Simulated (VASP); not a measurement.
Set up this calculation in VASP 6.6.1, as the native input.

```
Task                   : single point
Functional             : PBEsol
Potentials or basis    : VASP PAW PBE potentials, release 64 (Bi_d, Te)
Cutoff                 : 520 eV
k mesh                 : 12 × 12 × 12
Occupations            : gaussian, width 0.15 eV
Spin                   : no spin polarisation
Dipole correction      : no
Further INCAR settings : ALGO = Normal; EDIFF = 1e-06; NBANDS = 32
```

The structure of Bi2Te3 lies in POSCAR:

```
Bi2Te3
1.0
    2.3314423172      1.3460588494      8.9253172102
   -2.3314423172      1.3460588494      8.9253172102
    0.0000000000     -2.6921176989      8.9253172102
Bi Te
2 3
Direct
    0.8120000000      0.8120000000      0.8120000000
    0.4020000000      0.4020000000      0.4020000000
    0.6110000000      0.6110000000      0.6110000000
    0.2000000000      0.2000000000      0.2000000000
    0.0000000000      0.0000000000      0.0000000000
```

This cell differs from its parent crystal: ratio of the length along z to the lengths across it x 0.85, volume and fractional coordinates fixed.

These files were run (other wordings do the same):

INCAR

```
ALGO     = Normal         # electronic algorithm
EDIFF    = 1E-6           # SCF threshold, eV
ENCUT    = 520            # plane-wave cutoff, eV
GGA      = PS             # functional
ISIF     = 2              # what is computed and relaxed
ISMEAR   = 0              # smearing method
LASPH    = True           # aspherical terms in the spheres
LCHARG   = True           # write CHGCAR
LELF     = True           # ELF
LREAL    = False          # projectors in reciprocal space
LVHAR    = True         
LWAVE    = False          # write WAVECAR
NBANDS   = 32             # bands
NELM     = 60             # most SCF steps
PREC     = Accurate       # precision mode
SIGMA    = 0.15           # smearing width, eV
```

KPOINTS

```
k-points
0
Gamma
  12 12 12
```

Potentials or basis: VASP PAW PBE potentials, release 64 (Bi_d, Te).

Command:

```console
$ cat potpaw_PBE.64/Bi_d/POTCAR potpaw_PBE.64/Te/POTCAR > POTCAR
$ mpirun -np 1 vasp_std > vasp.out
```

It gave:

* Pressure: -1.3 GPa
* Largest force: 0.798 eV/Å
* Band gap on the k mesh: zero (bands 24 and 25 overlap by 0.99 eV)

Caveat: the PAW data sets were made with another functional, which shifts forces and pressure a little; spin-orbit coupling is left out, which moves the levels of the heavy elements.

Run time: 27 min on 1 thread of Intel(R) Xeon(R) 6975P-C (Granite Rapids), on a shared host, peak memory 1.2 GiB.
